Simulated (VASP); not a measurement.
Runs of VASP 6.6.1 on TaN. The structure is that of space group Pm-3m (No. 221), or close to it. The cells are those of the table. 

```csv
level,spin,U,fixed moment (μB),cell,k mesh,cutoff (eV),smearing,grid for exact exchange (PRECFOCK),share of exact exchange,screening parameter,gap on the mesh (eV),pressure (GPa)
PBEsol-based global hybrid with 25 % exact exchange,off,-,-,"a = 2.713 Å, 2 atoms",5 × 5 × 5,520,fermi-dirac 0.05 eV,Normal,0.25,-,none,-0.5
PBEsol-based screened hybrid with 25 % exact exchange,off,-,-,"a = 2.712 Å, 2 atoms",5 × 5 × 5,520,fermi-dirac 0.05 eV,Normal,0.25,0.207 1/Å,none,-0.3
PBE-based screened hybrid with 25 % exact exchange,off,-,-,"a = 2.732 Å, 2 atoms",5 × 5 × 5,520,fermi-dirac 0.05 eV,Normal,0.25,0.3 1/Å,none,(b)
HSE06,off,-,-,"a = 2.732 Å, 2 atoms",5 × 5 × 5,520,fermi-dirac 0.05 eV,Normal,0.25,0.2079 1/Å,none,-1.6
PBEsol+U,"collinear, zero start",Ta d U = 5.0 eV,0.0,"a = 2.732 Å, 2 atoms",7 × 7 × 7,600,gaussian 0.05 eV,-,-,-,-,(a)
```

Alike in all rows: task single point; potentials or basis VASP PAW PBE potentials, release 64 (Ta_pv, N).

Question: Fill in the values left out.

Answer: (a) 14.7; (b) -1.2.

Caveats: some runs use coarse meshes; the PAW data sets were made with another functional, which shifts forces and pressure a little; spin-orbit coupling is left out, which moves the levels of the heavy elements; the cell stands under pressure (at least some runs); the total moment is fixed, so each spin has its own Fermi level (at least some runs).

A k mesh can miss the band edges, and the runs leave out spin-orbit coupling on Ta.

A gap of «none» marks levels without a gap at the run's occupations.
